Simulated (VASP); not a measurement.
Runs of VASP 6.6.1 on Ta2AlN3. The structure is that of space group P3m1 (No. 156), or close to it. The cells are those of the table. 

| task | cell | k mesh | cutoff (eV) | gap on the mesh (eV) | pressure (GPa) | relaxed volume (Å³/atom) | largest force (eV/Å) |
| --- | --- | --- | --- | --- | --- | --- | --- |
| relaxation of cell and atoms | relaxed from a = 3.204, b = 3.204, c = 8.420 Å, angles 90.0, 90.0, 120.0°, 6 atoms | 12 × 12 × 6 | 600 | none | 0.0 | 12.48 | 0.01 |
| single point | a = 3.204, b = 3.204, c = 8.420 Å, angles 90.0, 90.0, 120.0°, 6 atoms | 6 × 6 × 2 | 520 | none | 0.2 | - | 0.05 |
| relaxation of cell and atoms | relaxed from a = 3.353, b = 3.353, c = 8.214 Å, angles 90.0, 90.0, 120.0°, 6 atoms | 6 × 6 × 2 | 600 | none | 0.0 | (a) | 0.02 |
| single point | a = 3.203, b = 3.203, c = 8.420 Å, angles 90.0, 90.0, 120.0°, 6 atoms | 12 × 12 × 6 | 520 | none | 0.3 | - | 0.05 |
| single point | a = 3.353, b = 3.353, c = 8.214 Å, angles 90.0, 90.0, 120.0°, 6 atoms | 6 × 6 × 2 | 520 | none | (b) | - | 2.22 |

Alike in all rows: level PBE; potentials or basis VASP PAW PBE potentials, release 64 (Ta_pv, Al, N); no spin polarisation; smearing gaussian 0.1 eV.

Question: Fill in the values left out.

Answer: (a) 12.47; (b) -6.4.

Caveats: some runs use coarse meshes; spin-orbit coupling is left out, which moves the levels of the heavy elements; forces of over 1 eV/Å act on the atoms, so gaps and moduli don't describe the material at rest (some runs).

A k mesh can miss the band edges, and the runs leave out spin-orbit coupling on Ta.

A gap of «none» marks levels without a gap at the run's occupations.
